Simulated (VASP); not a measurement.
A run of VASP 6.6.1 is set up as follows.

INCAR

```
SYSTEM = SnO2
ALGO = Normal
EDIFF = 1E-7
ENCUT = 520
GGA = PS
ISIF = 2
ISMEAR = -1
LASPH = .True.
LCHARG = .False.
LREAL = .False.
LWAVE = .False.
NBANDS = 35
NELM = 60
PREC = Accurate
SIGMA = 0.05
```

Contents of KPOINTS:

```
k-points
0
Gamma
  9 9 9
  0 0 0
```

Contents of POSCAR:

```
SnO2
1.0
   -1.9592394280      1.9592394280      5.0190846328
    1.9592394280     -1.9592394280      5.0190846328
    1.9592394280      1.9592394280     -5.0190846328
Sn O
2 4
Direct
    0.0000000000      0.0000000000      0.0000000000
    0.7500000000      0.2500000000      0.5000000000
    0.5465225900      0.0465225900      0.5000000000
    0.2034774100      0.2034774100      0.0000000000
    0.9534774100      0.4534774100      0.5000000000
    0.7965225900      0.7965225900      0.0000000000
```

Potentials or basis: VASP PAW PBE potentials, release 64 (Sn_d, O).

The run is started by

```sh
$ cat potpaw_PBE.64/Sn_d/POTCAR potpaw_PBE.64/O/POTCAR > POTCAR
$ mpirun -np 1 vasp_std > vasp.out
```

Task: What does it give for the pressure?

Result: 14.1 GPa.

Task: Estimate the largest force.

Result: 0.355 eV/Å.

Task: Estimate the band gap on the k mesh.

Result: 2.23 eV (least direct gap 2.67 eV).

Forces on the atoms (eV/Å):
```
Sn   0.000  0.000  0.000
Sn   0.000  0.000  0.000
O    0.000  0.000 -0.355
O    0.000  0.000  0.355
O    0.000  0.000  0.355
O    0.000  0.000 -0.355
```

Caveat: the cell stands under pressure; the PAW data sets were made with another functional, which shifts forces and pressure a little; spin-orbit coupling is left out, which moves the levels of the heavy elements. A k mesh can miss the band edges.
